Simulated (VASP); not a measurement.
Here is a VASP 6.6.1 calculation.

INCAR

```
SYSTEM = Rh
PREC = Accurate
ENCUT = 520
EDIFF = 1E-6
ISMEAR = -1
SIGMA = 0.05
LREAL = .FALSE.
LASPH = .TRUE.
NELM = 150
ALGO = Normal
ISIF = 2
LWAVE = .FALSE.
LCHARG = .FALSE.
ISPIN = 2
MAGMOM = 1
LORBIT = 11
LMAXMIX = 4
GGA = PS
NBANDS = 18
```

KPOINTS

```
regular mesh
0
G
  23 23 23
  0 0 0
```

POSCAR

```
Rh
1.0
    0.0000000000      1.9392487355      1.9392487355
    1.9392487355      0.0000000000      1.9392487355
    1.9392487355      1.9392487355      0.0000000000
Rh
1
Direct
    0.0000000000      0.0000000000      0.0000000000
```

Potentials or basis: VASP PAW PBE potentials, release 64 (Rh_pv).

Command:

```console
$ cat potpaw_PBE.64/Rh_pv/POTCAR > POTCAR
$ mpirun -np 1 vasp_std > vasp.out
```

Q: What does it give for the pressure?

A: -18.7 GPa.

Q: Estimate the net moment.

A: 0.00 μB per cell.

Caveat: the PAW data sets were made with another functional, which shifts forces and pressure a little.
